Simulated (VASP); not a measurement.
# Ni (Fm-3m) in VASP: notebook, part 2 of 2

VASP 6.6.1. The steps go on from the part before.

## (4) Single point, PBEsol (volume scaled by 0.92)

INCAR

```
  PREC = Accurate
  ENCUT = 520
  EDIFF = 1E-6
  ISMEAR = -1
  SIGMA = 0.1
  LREAL = False
  LASPH = True
  NELM = 80
  ALGO = Normal
  ISIF = 2
  LWAVE = False
  LCHARG = False
  GGA = PS
  NBANDS = 11
```

KPOINTS

```
regular mesh
0
Gamma
  26 26 26
```

POSCAR

```
Ni
1.0
    0.0000000000      1.6822447297      1.6822447297
    1.6822447297      0.0000000000      1.6822447297
    1.6822447297      1.6822447297      0.0000000000
Ni
1
Direct
    0.0000000000      0.0000000000      0.0000000000
```

Potentials or basis: VASP PAW PBE potentials, release 64 (Ni).

On the command line:

```
> cat potpaw_PBE.64/Ni/POTCAR > POTCAR
> mpirun -np 1 vasp_std > vasp.out
```

OUTCAR:

```text
PREC = Accurate
   ENCUT = 520
   EDIFF = 1E-6
   ISMEAR = -1
   LREAL = False
   LASPH = True
   NELM = 80
   ISIF = 2
   GGA = PS

 ion  position               nearest neighbor table
   1  0.000  0.000  0.000-

  LATTYP: Found a face centered cubic cell.
 ALAT       =     3.3644894594

  Lattice vectors:

 A1 = (   0.0000000000,   1.6822447297,   1.6822447297)
 A2 = (   1.6822447297,   0.0000000000,   1.6822447297)
 A3 = (   1.6822447297,   1.6822447297,   0.0000000000)

Analysis of symmetry for initial positions (statically):
[... 33 lines left out ...]
                                     Primitive cell

  volume of cell :       9.5213

  direct lattice vectors                    reciprocal lattice vectors
     0.000000000  1.682244730  1.682244730    -0.297221915  0.297221915  0.297221915
     1.682244730  0.000000000  1.682244730     0.297221915 -0.297221915  0.297221915
     1.682244730  1.682244730  0.000000000     0.297221915  0.297221915 -0.297221915

  length of vectors
     2.379053312  2.379053312  2.379053312     0.514803458  0.514803458  0.514803458

  position of ions in fractional coordinates (direct lattice)
     0.000000000  0.000000000  0.000000000

  ion indices of the primitive-cell ions
   primitive index   ion index
                 1           1

----------------------------------------------------------------------------------------

 KPOINTS: regular mesh

Automatic generation of k-mesh.
 Grid dimensions read from file:
 generate k-points for:   26   26   26

 Generating k-lattice:

  Cartesian coordinates                     Fractional coordinates (reciprocal lattice)
    -0.011431612  0.011431612  0.011431612     0.038461538  0.000000000  0.000000000
     0.011431612 -0.011431612  0.011431612     0.000000000  0.038461538  0.000000000
[... 73 lines left out ...]
   ISMEAR =    -1;   SIGMA  =   0.10  broadening in eV -4-tet -1-fermi 0-gaus
   EFERMI_NEDOS =   21; number of points for ismear=-14 and -15
   IALGO  =     38    algorithm
   IMIX   =      4    mixing-type and parameters
     AMIX     =   0.40;   BMIX     =  1.00
     AMIX_MAG =   1.60;   BMIX_MAG =  1.00
  volume/ion in A,a.u.               =       9.52        64.25
  Fermi-wavevector in a.u.,A,eV,Ry     =   1.664086  3.144666 37.676992  2.769181
  Thomas-Fermi vector in A             =   2.750690
   LORBIT       =      0    0 simple, 1 ext, 2 COOP (PROOUT), +10 PAW based schemes
   GGA     = PS    functional components
   LHFCALC =     F    Hartree Fock is set to
   AEXX    =    0.0000 exact exchange contribution
   IVDW    =     0    specifies the selected vdW correction
   LEPSILON=     F    determine dielectric tensor
   LRPA    =     F    only Hartree local field effects (RPA)
 non-spin polarized calculation
  energy-cutoff  :      520.00
  volume of cell :        9.52
 maximum number of plane-waves:       271
 NGX is ok and might be reduce to    18
   NGX =  9   NGY =  9   NGZ =  9

 number of electron      10.0000004 magnetization

 Free energy of the ion-electron system (eV)
  ---------------------------------------------------
  ext. energy  EPLUGINS =         0.00000000
  ---------------------------------------------------
  free energy    TOTEN  =        -6.07817206 eV

  energy without entropy =       -5.99876394  energy(sigma->0) =       -6.03846800

 E-fermi :  11.0725     XC(G=0): -14.2464

 val. band max:       11.0709375574   @ k =  -0.4231   0.3846   0.1154
 cond. band min:      11.0729475282   @ k =  -0.3846   0.3846   0.0769
 fundamental gap:      0.0020099708
 Fermi energy:        11.0724565357

 k-point     1 :       0.0000    0.0000    0.0000
  band No.  band energies     occupation
      1       1.1774      2.00000
      2       8.7837      2.00000
      3       8.7837      2.00000
      4       8.7837      2.00000
      5      10.1444      1.99981
      6      10.1444      1.99981
      7      35.9787      0.00000
      8      40.9278      0.00000
      9      40.9278      0.00000
     10      40.9279      0.00000
     11      44.4795      0.00000
[... 309 lines left out ...]
 k-point    24 :       0.3846    0.0385    0.0000
  band No.  band energies     occupation
      1       5.3953      2.00000
      2       8.8016      2.00000
      3       8.8767      2.00000
      4       8.9491      2.00000
      5      10.8005      1.87636
      6      10.8406      1.82078
      7      21.3595      0.00000
      8      34.7594      0.00000
      9      37.1660      0.00000
     10      39.1874      0.00000
     11      41.6718      0.00000

 [... further k-points ...]
[... 5 lines left out ...]
  --------------------------------------------------------------------------------------
  -------------------------------------------------------------------------------------
  Total        1.3948654      1.3948654      1.3948654     -0.0000000     -0.0000000     -0.0000000
  in kB      234.7174351    234.7174351    234.7174351     -0.0000000     -0.0000000     -0.0000000
  external PRESSURE =     234.7174351 kB  Pullay stress =       0.0000000 kB

 VOLUME and BASIS-vectors are now :
 -----------------------------------------------------------------------------
  energy-cutoff  :      520.00
  volume of cell :        9.52
      direct lattice vectors                 reciprocal lattice vectors
     0.000000000  1.682244730  1.682244730    -0.297221915  0.297221915  0.297221915
     1.682244730  0.000000000  1.682244730     0.297221915 -0.297221915  0.297221915
     1.682244730  1.682244730  0.000000000     0.297221915  0.297221915 -0.297221915

 POSITION                                       TOTAL-FORCE (eV/Angst)
 -----------------------------------------------------------------------------------
      0.00000      0.00000      0.00000         0.000000      0.000000      0.000000
 -----------------------------------------------------------------------------------
    total drift:                                0.000000     -0.000000      0.000000

  FREE ENERGIE OF THE ION-ELECTRON SYSTEM (eV)
  ---------------------------------------------------
  free  energy   TOTEN  =        -6.0781720574 eV

  energy  without entropy=       -5.9987639375  energy(sigma->0) =       -6.03846800
```

stdout:

```text
POSCAR found type information on POSCAR Ni
 POSCAR found :  1 types and       1 ions
 scaLAPACK will be used
 -----------------------------------------------------------------------------
|                                                                             |
|                                                                             |
|     You enforced a specific xc type in the INCAR file but a different       |
|     I HOPE YOU KNOW WHAT YOU ARE DOING!                                     |
|                                                                             |
 -----------------------------------------------------------------------------

 LDA part: xc-table for (Slater+PW92), standard interpolation
 POSCAR, INCAR and KPOINTS ok, starting setup
 FFT: planning ... GRIDC
 FFT: planning ... GRID_SOFT
 FFT: planning ... GRID
 WAVECAR not read
 entering main loop
```

Wall time 25 s (1 thread of AMD EPYC 9R45 (Zen 5), shared host); peak memory 0.13 GiB.

What came out:

```
Free energy            : -6.0782 eV
Pressure               : 23.5 GPa
Band gap on the k mesh : zero (band 5 reaches 11.27 eV, above the bottom of band 6 at 10.09 eV)
```

Caveat: the PAW data sets were made with another functional, which shifts forces and pressure a little; the run has no spin polarisation, though such a crystal can be magnetic.

## (5) Single point, PBEsol (volume scaled by 0.96)

INCAR

```
SYSTEM = Ni
PREC = Accurate
ENCUT = 520
EDIFF = 1E-7
ISMEAR = -1
SIGMA = 0.1
LREAL = .FALSE.
LASPH = .TRUE.
NELM = 100
ALGO = Normal
ISIF = 2
LWAVE = .FALSE.
LCHARG = .FALSE.
GGA = PS
NBANDS = 11
```

KPOINTS

```
regular mesh
0
G
  26 26 26
  0 0 0
```

POSCAR

```
Ni
1.0
    0.0000000000      1.7062800446      1.7062800446
    1.7062800446      0.0000000000      1.7062800446
    1.7062800446      1.7062800446      0.0000000000
Ni
1
Direct
    0.0000000000      0.0000000000      0.0000000000
```

On the command line:

```
> cat potpaw_PBE.64/Ni/POTCAR > POTCAR
> mpirun -np 1 vasp_std > vasp.out
```

It took 26 s on 1 thread of AMD EPYC 9R45 (Zen 5), shared host; peak memory 0.13 GiB.

The run converged. Its results:

```
Free energy            : -6.1212 eV
Pressure               : 10.4 GPa
Band gap on the k mesh : zero (band 5 reaches 10.56 eV, above the bottom of band 6 at 9.46 eV)
```

Levels at points of the mesh, in eV from the Fermi level:
```csv
k point,band 2,band 3,band 4,band 5,band 6,band 7,band 8,band 9
"(0.00, 0.00, 0.00)",-2.15,-2.15,-2.15,-0.87,-0.87,24.56,29.17,29.17
"(0.50, 0.00, 0.00)",-2.20,-2.20,-0.38,-0.03,-0.03,6.69,23.01,26.43
"(0.50, 0.50, 0.00)",-4.26,-0.04,0.18,0.18,2.60,10.32,15.79,15.79
```

Caveat: the PAW data sets were made with another functional, which shifts forces and pressure a little; the run has no spin polarisation, though such a crystal can be magnetic. Spin polarisation is off, so any magnetic state and its effect on volume and gap are missing.

## (6) Overview

| spin | cell | k mesh | smearing | gap on the mesh (eV) | pressure (GPa) |
| --- | --- | --- | --- | --- | --- |
| off | a = 2.344 Å, angles 60.0°, 1 atom | 26 × 26 × 26 | fermi-dirac 0.1 eV | none | 40.0 |
| collinear, ferromagnetic start | a = 2.449 Å, angles 60.0°, 1 atom | 15 × 15 × 15 | fermi-dirac 0.05 eV | none | 0.0 |
| off | a = 2.379 Å, angles 60.0°, 1 atom | 26 × 26 × 26 | fermi-dirac 0.1 eV | none | 23.5 |
| off | a = 2.413 Å, angles 60.0°, 1 atom | 26 × 26 × 26 | fermi-dirac 0.1 eV | none | 10.4 |

Alike in all rows: task single point; level PBEsol; potentials or basis VASP PAW PBE potentials, release 64 (Ni); cutoff (eV) 520.

Caveats: the PAW data sets were made with another functional, which shifts forces and pressure a little.

Total energies depend on the potentials used, so only differences within one code and one set of settings carry meaning.
